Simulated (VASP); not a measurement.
# C (a cell with a defect) in VASP: single point with PBE

Aim: the single point of C (a cell with a defect) with PBE.

Everything below comes from runs of VASP 6.6.1. Logs are shortened: lines on timing, memory, paths and dates and some standing lists are left out, and cuts for length are marked.

### 1 The cell of the first run

The cell holds a defect, 63 atoms: a = 7.140 Å, b = 7.140 Å, c = 7.140 Å, α = 90.00°, β = 90.00°, γ = 90.00°.

### 2 Single point, PBE

INCAR

```
SYSTEM = C
  ALGO = Normal
  EDIFF = 1E-6
  ENCUT = 520
  GGA = PE
  ISIF = 2
  ISMEAR = 0
  LASPH = .TRUE.
  LCHARG = .FALSE.
  LREAL = Auto
  LWAVE = .FALSE.
  NBANDS = 163
  NELM = 100
  PREC = Accurate
  SIGMA = 0.05
```

KPOINTS

```
k-points
0
G
  2 2 2
  0 0 0
```

POSCAR

```
C
1.0
    7.1400000000      0.0000000000      0.0000000000
    0.0000000000      7.1400000000      0.0000000000
    0.0000000000      0.0000000000      7.1400000000
C
63
Direct
    0.5001978992      0.0001978992      0.0004005602
    0.6255445378      0.1255445378      0.1255525210
    0.7500000000      0.2500000000      0.0000000000
    0.8744554622      0.3744554622      0.1255525210
    0.7503061625      0.0017313725      0.2517313725
   -0.0001978992      0.0001978992     -0.0004005602
    0.1259703081      0.1245149860      0.1240296919
    0.2500000000      0.2500000000      0.0000000000
    0.3740296919      0.3754850140      0.1240296919
    0.5001978992      0.4998021008     -0.0004005602
    0.6245149860      0.6259703081      0.1240296919
    0.7500000000      0.7500000000      0.0000000000
    0.8754850140      0.8740296919      0.1240296919
    0.2504005602      0.0001978992      0.2501978992
    0.3755525210      0.1255445378      0.3755445378
    0.5017313725      0.2503061625      0.2517313725
    0.6151855742      0.3848144258      0.3651855742
    0.7496938375      0.4982686275      0.2517313725
    0.8744554622      0.6244474790      0.3755445378
    0.5017313725      0.0017313725      0.5003061625
    0.6151855742      0.1151855742      0.6348144258
    0.8848144258      0.1151855742      0.3651855742
    0.8848144258      0.3848144258      0.6348144258
    0.7496938375      0.0017313725      0.7482686275
    0.8744554622      0.1255445378      0.8744474790
   -0.0001978992      0.4998021008      0.0004005602
    0.1248806723      0.6248806723      0.1251193277
    0.2500000000      0.7500000000      0.0000000000
    0.3751193277      0.8751193277      0.1251193277
   -0.0017313725      0.2496938375      0.2517313725
    0.1244474790      0.3744554622      0.3755445378
    0.2495994398      0.4998021008      0.2501978992
    0.3740296919      0.6259703081      0.3745149860
    0.5001978992      0.7504005602      0.2501978992
    0.6255445378      0.8755525210      0.3755445378
   -0.0017313725      0.0017313725      0.4996938375
    0.1244474790      0.1255445378      0.6244554622
    0.2500000000      0.2500000000      0.5000000000
    0.3755525210      0.3744554622      0.6244554622
    0.5017313725      0.4982686275      0.4996938375
    0.6255445378      0.6244474790      0.6244554622
    0.7500000000      0.7500000000      0.5000000000
    0.8744554622      0.8755525210      0.6244554622
    0.2495994398      0.0001978992      0.7498021008
    0.3740296919      0.1245149860      0.8759703081
    0.5017313725      0.2496938375      0.7482686275
    0.6255445378      0.3744554622      0.8744474790
    0.7503061625      0.4982686275      0.7482686275
    0.8754850140      0.6259703081      0.8759703081
   -0.0001978992      0.7495994398      0.2501978992
    0.1259703081      0.8740296919      0.3745149860
   -0.0017313725      0.4982686275      0.5003061625
    0.1259703081      0.6259703081      0.6254850140
    0.2500000000      0.7500000000      0.5000000000
    0.3740296919      0.8740296919      0.6254850140
   -0.0017313725      0.2503061625      0.7482686275
    0.1259703081      0.3754850140      0.8759703081
    0.2504005602      0.4998021008      0.7498021008
    0.3751193277      0.6248806723      0.8748806723
    0.5001978992      0.7495994398      0.7498021008
    0.6245149860      0.8740296919      0.8759703081
   -0.0001978992      0.7504005602      0.7498021008
    0.1248806723      0.8751193277      0.8748806723
```

Potentials or basis: VASP PAW PBE potentials, release 64 (C).

Launch:

```console
> cat potpaw_PBE.64/C/POTCAR > POTCAR
> mpirun -np 1 vasp_std > vasp.out
```

OUTCAR:

```text
SYSTEM = C
   EDIFF = 1E-6
   ENCUT = 520
   GGA = PE
   ISIF = 2
   ISMEAR = 0
   LASPH = .TRUE.
   LREAL = Auto
   NELM = 100
   PREC = Accurate

 ion  position               nearest neighbor table
   1  0.500  0.000  0.000-  29 1.55  45 1.55  61 1.55   2 1.55
   2  0.626  0.126  0.126-   3 1.54   5 1.54  16 1.54   1 1.55
   3  0.750  0.250  0.000-   2 1.54   4 1.54  25 1.54  47 1.54
   4  0.874  0.374  0.126-   3 1.54  18 1.54  30 1.54  26 1.55
   5  0.750  0.002  0.252-  22 1.49   2 1.54  35 1.54  13 1.57
   6  1.000  0.000  1.000-  63 1.55  13 1.55   7 1.55  25 1.55
[... 8 lines left out ...]
  15  0.376  0.126  0.376-  38 1.54  20 1.54  16 1.54  14 1.55
  16  0.502  0.250  0.252-  17 1.49  15 1.54   2 1.54   9 1.57
  17  0.615  0.385  0.365-  16 1.49  18 1.49  40 1.49
  18  0.750  0.498  0.252-  17 1.49   4 1.54  19 1.54  11 1.57
  19  0.874  0.624  0.376-  42 1.54  18 1.54  52 1.54  50 1.55
  20  0.502  0.002  0.500-  21 1.49  15 1.54  35 1.54  55 1.57
  21  0.615  0.115  0.635-  20 1.49  24 1.49  46 1.49
  22  0.885  0.115  0.365-   5 1.49  30 1.49  36 1.49
  23  0.885  0.385  0.635-  48 1.49  52 1.49  56 1.49
  24  0.750  0.002  0.748-  21 1.49  25 1.54  43 1.54  61 1.57
  25  0.874  0.126  0.874-   3 1.54  24 1.54  56 1.54   6 1.55
  26  1.000  0.500  0.000-  27 1.55  49 1.55  57 1.55   4 1.55
  27  0.125  0.625  0.125-  26 1.55  32 1.55  50 1.55  28 1.55
  28  0.250  0.750  0.000-  27 1.55  29 1.55  59 1.55  63 1.55
  29  0.375  0.875  0.125-   1 1.55  14 1.55  34 1.55  28 1.55
[... 32 lines left out ...]
  62  1.000  0.750  0.750-  63 1.55  53 1.55  49 1.55  43 1.55
  63  0.125  0.875  0.875-   6 1.55  44 1.55  62 1.55  28 1.55

  LATTYP: Found a simple cubic cell.
 ALAT       =     7.1400000000

  Lattice vectors:

 A1 = (   7.1400000000,   0.0000000000,   0.0000000000)
 A2 = (   0.0000000000,   7.1400000000,   0.0000000000)
 A3 = (   0.0000000000,   0.0000000000,   7.1400000000)

Analysis of symmetry for initial positions (statically):
=====================================================================
 Subroutine PRICEL returns:
 Original cell was already a primitive cell.

 Routine SETGRP: Setting up the symmetry group for a
 simple cubic supercell.

 Subroutine GETGRP returns: Found 24 space group operations
 (whereof  2 operations were pure point group operations)
 out of a pool of 48 trial point group operations.

The static configuration has the point symmetry C_1h.
 The point group associated with its full space group is T_d .

Analysis of symmetry for dynamics (positions and initial velocities):
=====================================================================
 Subroutine PRICEL returns:
 Original cell was already a primitive cell.

 Routine SETGRP: Setting up the symmetry group for a
 simple cubic supercell.

 Subroutine GETGRP returns: Found 24 space group operations
 (whereof  2 operations were pure point group operations)
 out of a pool of 48 trial point group operations.

The dynamic configuration has the point symmetry C_1h.
 The point group associated with its full space group is T_d .

 Subroutine INISYM returns: Found 24 space group operations
 (whereof  2 operations are pure point group operations),
 and found     1 'primitive' translations

----------------------------------------------------------------------------------------

                                     Primitive cell

  volume of cell :     363.9943

  direct lattice vectors                    reciprocal lattice vectors
     7.140000000  0.000000000  0.000000000     0.140056022  0.000000000  0.000000000
     0.000000000  7.140000000  0.000000000     0.000000000  0.140056022  0.000000000
     0.000000000  0.000000000  7.140000000     0.000000000  0.000000000  0.140056022

  length of vectors
     7.140000000  7.140000000  7.140000000     0.140056022  0.140056022  0.140056022

  position of ions in fractional coordinates (direct lattice)
     0.500197899  0.000197899  0.000400560
     0.625544538  0.125544538  0.125552521
     0.750000000  0.250000000  0.000000000
     0.874455462  0.374455462  0.125552521
     0.750306163  0.001731372  0.251731372
     0.999802101  0.000197899  0.999599440
[... 55 lines left out ...]
     0.999802101  0.750400560  0.749802101
     0.124880672  0.875119328  0.874880672

  ion indices of the primitive-cell ions
   primitive index   ion index
                 1           1
                 2           2
                 3           3
                 4           4
                 5           5
                 6           6
[... 55 lines left out ...]
                62          62
                63          63

----------------------------------------------------------------------------------------

 KPOINTS: k-points

Automatic generation of k-mesh.
 Grid dimensions read from file:
 generate k-points for:    2    2    2

 Generating k-lattice:

  Cartesian coordinates                     Fractional coordinates (reciprocal lattice)
     0.070028011  0.000000000  0.000000000     0.500000000  0.000000000  0.000000000
     0.000000000  0.070028011  0.000000000     0.000000000  0.500000000  0.000000000
     0.000000000  0.000000000  0.070028011     0.000000000  0.000000000  0.500000000

  Length of vectors
     0.070028011  0.070028011  0.070028011

  Shift w.r.t. Gamma in fractional coordinates (k-lattice)
     0.000000000  0.000000000  0.000000000

 Subroutine IBZKPT returns following result:
 ===========================================

 Found      4 irreducible k-points:

 Following reciprocal coordinates:
            Coordinates               Weight
  0.000000  0.000000  0.000000      1.000000
  0.500000  0.000000  0.000000      3.000000
  0.500000  0.500000  0.000000      3.000000
  0.500000  0.500000  0.500000      1.000000
   k-points           NKPTS =      4   k-points in BZ     NKDIM =      4   number of bands    NBANDS=    163
   number of dos      NEDOS =    301   number of ions     NIONS =     63
   total plane-waves  NPLWV = 157464
   dimension x,y,z NGX =    54 NGY =   54 NGZ =   54
   dimension x,y,z NGXF=   108 NGYF=  108 NGZF=  108
   ions per type =              63
   NGX,Y,Z   is equivalent  to a cutoff of  12.57, 12.57, 12.57 a.u.
   NGXF,Y,Z  is equivalent  to a cutoff of  25.15, 25.15, 25.15 a.u.
 SYSTEM =  C
   PREC   = accura    normal or accurate (medium, high low for compatibility)
   ISTART =      0    job   : 0-new  1-cont  2-samecut
   ICHARG =      2    charge: 1-file 2-atom 10-const
   ISPIN  =      1    spin polarized calculation?
   LNONCOLLINEAR =      F non collinear calculations
   LSORBIT =      F    spin-orbit coupling
   LASPH  =      T    aspherical Exc in radial PAW
   ENCUT  =  520.0 eV  38.22 Ry    6.18 a.u.  13.28 13.28 13.28*2*pi/ulx,y,z
   NELM   =    100;   NELMIN=  2; NELMDL= -5     # of ELM steps
   EDIFF  = 0.1E-05   stopping-criterion for ELM
   LREAL  =      T    real-space projection
   EDIFFG = 0.1E-04   stopping-criterion for IOM
   NSW    =      0    number of steps for IOM
   IBRION =     -1    ionic relax: 0-MD 1-quasi-New 2-CG
   NFREE  =      0    steps in history (QN), initial steepest desc. (CG)
   ISIF   =      2    stress and relaxation
   ISYM   =      2    0-nonsym 1-usesym 2-fastsym
   POTIM  = 0.5000    time-step for ionic-motion
   TEBEG  =    0.0;   TEEND  =   0.0 temperature during run
   PSTRESS=    0.0 pullay stress
   NELECT =     252.0000    total number of electrons
   NUPDOWN=      -1.0000    fix difference up-down
   EMIN   =  10.00;   EMAX   =-10.00  energy-range for DOS
   EFERMI =   0.00;   METHOD = LEGACY
   ISMEAR =     0;   SIGMA  =   0.05  broadening in eV -4-tet -1-fermi 0-gaus
   EFERMI_NEDOS =   21; number of points for ismear=-14 and -15
   IALGO  =     38    algorithm
   IMIX   =      4    mixing-type and parameters
     AMIX     =   0.40;   BMIX     =  1.00
     AMIX_MAG =   1.60;   BMIX_MAG =  1.00
  volume/ion in A,a.u.               =       5.78        38.99
  Fermi-wavevector in a.u.,A,eV,Ry     =   1.448250  2.736795 28.537232  2.097427
  Thomas-Fermi vector in A             =   2.566112
   LORBIT       =      0    0 simple, 1 ext, 2 COOP (PROOUT), +10 PAW based schemes
   GGA     = PE    functional components
   LHFCALC =     F    Hartree Fock is set to
   AEXX    =    0.0000 exact exchange contribution
   IVDW    =     0    specifies the selected vdW correction
   LEPSILON=     F    determine dielectric tensor
   LRPA    =     F    only Hartree local field effects (RPA)
 non-spin polarized calculation
 Gauss-broadening in eV      SIGMA  =   0.05
  energy-cutoff  :      520.00
  volume of cell :      363.99
 maximum number of plane-waves:      9808
 NGX is ok and might be reduce to    54
   NGX = 27   NGY = 27   NGZ = 27

 number of electron     251.9999993 magnetization

 Free energy of the ion-electron system (eV)
  ---------------------------------------------------
  ext. energy  EPLUGINS =         0.00000000
  ---------------------------------------------------
  free energy    TOTEN  =      -566.21527919 eV

  energy without entropy =     -566.19591622  energy(sigma->0) =     -566.20559771

 E-fermi :  11.0070     XC(G=0): -13.1475

 val. band max:       10.6772730340   @ k =   0.5000   0.0000   0.0000
 cond. band min:      11.0222969093   @ k =   0.5000   0.0000   0.0000
 fundamental gap:      0.3450238753
 Fermi energy:        11.0070258267

 k-point     1 :       0.0000    0.0000    0.0000
  band No.  band energies     occupation
      1     -11.9574      2.00000
      2      -9.7563      2.00000
      3      -9.7563      2.00000
      4      -9.7378      2.00000
      5      -9.7378      2.00000
      6      -9.7378      2.00000
[... 553 lines left out ...]
    137      15.4692      0.00000
    138      15.4692      0.00000
 [bands above 138 left out]

------------------------ aborting loop because EDIFF is reached ----------------------------------------

  FORCE on cell =-STRESS in cart. coord.  units (eV):
  Direction    XX          YY          ZZ          XY          YZ          ZX
  --------------------------------------------------------------------------------------
  -------------------------------------------------------------------------------------
  Total        3.9949282      3.9949282      3.9949282     -0.0000000      0.0000000      0.0000000
  in kB       17.5842934     17.5842934     17.5842934     -0.0000000      0.0000000      0.0000000
  external PRESSURE =      17.5842934 kB  Pullay stress =       0.0000000 kB

 VOLUME and BASIS-vectors are now :
 -----------------------------------------------------------------------------
  energy-cutoff  :      520.00
  volume of cell :      363.99
      direct lattice vectors                 reciprocal lattice vectors
     7.140000000  0.000000000  0.000000000     0.140056022  0.000000000  0.000000000
     0.000000000  7.140000000  0.000000000     0.000000000  0.140056022  0.000000000
     0.000000000  0.000000000  7.140000000     0.000000000  0.000000000  0.140056022

 POSITION                                       TOTAL-FORCE (eV/Angst)
 -----------------------------------------------------------------------------------
      3.57141      0.00141      0.00286         0.015438      0.015438     -0.000285
      4.46639      0.89639      0.89644         0.007391      0.007391      0.003725
      5.35500      1.78500      0.00000         0.000000     -0.000000      0.000000
      6.24361      2.67361      0.89644        -0.007391     -0.007391      0.003725
      5.35719      0.01236      1.79736        -0.003383     -0.004184     -0.004184
      7.13859      0.00141      7.13714        -0.015438      0.015438      0.000285
[... 55 lines left out ...]
      7.13859      5.35786      5.35359        -0.015438     -0.000285     -0.015438
      0.89165      6.24835      6.24665        -0.004278      0.004278     -0.004278
 -----------------------------------------------------------------------------------
    total drift:                                0.000000      0.000000      0.000000

  FREE ENERGIE OF THE ION-ELECTRON SYSTEM (eV)
  ---------------------------------------------------
  free  energy   TOTEN  =      -566.2152791924 eV

  energy  without entropy=     -566.1959162183  energy(sigma->0) =     -566.20559771
```

Run time: 7.5 min. Hardware: 1 thread of Intel Xeon Platinum 8375C at 2.90GHz (Ice Lake), shared host; peak memory 0.46 GiB.

Results:

| Item | Value |
| --- | --- |
| Free energy | -566.2153 eV |
| Pressure | 1.8 GPa |
| Largest force | 0.043 eV/Å |
| Band gap on the k mesh | zero (bands 126 and 127 overlap by 0.25 eV) |

Forces on the atoms (eV/Å):
```
C    0.015  0.015  0.000
C    0.007  0.007  0.004
C    0.000  0.000  0.000
C   -0.007 -0.007  0.004
C   -0.003 -0.004 -0.004
C   -0.015  0.015  0.000
C   -0.029 -0.008  0.029
C    0.000  0.000  0.000
C    0.029  0.008  0.029
C    0.015 -0.015  0.000
C   -0.008 -0.029  0.029
C    0.000  0.000  0.000
C    0.008  0.029  0.029
C    0.000  0.015  0.015
C    0.004  0.007  0.007
C   -0.004 -0.003 -0.004
C    0.025 -0.025  0.025
C    0.003  0.004 -0.004
C   -0.007 -0.004  0.007
C   -0.004 -0.004 -0.003
C    0.025  0.025 -0.025
C   -0.025  0.025  0.025
C   -0.025 -0.025 -0.025
C    0.003 -0.004  0.004
C   -0.007  0.007 -0.004
C   -0.015 -0.015  0.000
C   -0.004 -0.004  0.004
C    0.000  0.000  0.000
C    0.004  0.004  0.004
C    0.004  0.003 -0.004
C   -0.004 -0.007  0.007
C    0.000 -0.015  0.015
C    0.029 -0.029 -0.008
C    0.015  0.000  0.015
C    0.007  0.004  0.007
C    0.004 -0.004  0.003
C   -0.004  0.007 -0.007
C    0.000  0.000  0.000
C    0.004 -0.007 -0.007
C   -0.004  0.004  0.003
C    0.007 -0.004 -0.007
C    0.000  0.000  0.000
C   -0.007  0.004 -0.007
C    0.000  0.015 -0.015
C    0.029 -0.008 -0.029
C   -0.004  0.003  0.004
C    0.007 -0.007 -0.004
C   -0.003  0.004  0.004
C    0.008 -0.029 -0.029
C   -0.015  0.000  0.015
C   -0.029  0.029 -0.008
C    0.004  0.004 -0.003
C   -0.029 -0.029  0.008
C    0.000  0.000  0.000
C    0.029  0.029  0.008
C    0.004 -0.003  0.004
C   -0.029  0.008 -0.029
C    0.000 -0.015 -0.015
C    0.004 -0.004 -0.004
C    0.015  0.000 -0.015
C   -0.008  0.029 -0.029
C   -0.015  0.000 -0.015
C   -0.004  0.004 -0.004
```

Levels at points of the mesh, in eV from the Fermi level:
```csv
k point,band 121,band 122,band 123,band 124,band 125,band 126,band 127,band 128,band 129,band 130
"(0.00, 0.00, 0.00)",-4.29,-3.37,-2.15,-2.15,-2.15,0.26,0.26,0.26,2.88,2.88
"(0.50, 0.00, 0.00)",-3.53,-3.45,-3.38,-3.38,-2.35,-0.33,0.02,0.02,2.70,2.71
"(0.50, 0.50, 0.00)",-3.08,-3.08,-2.73,-2.44,-2.36,-0.48,0.12,0.12,4.07,4.07
"(0.50, 0.50, 0.50)",-3.32,-3.32,-3.32,-3.30,-3.30,0.13,0.13,0.13,4.37,4.37
```

Caveat: the k points lie up to 0.44 Å⁻¹ apart.

The gap in the log of VASP goes by the Fermi energy; the results here count the filled bands.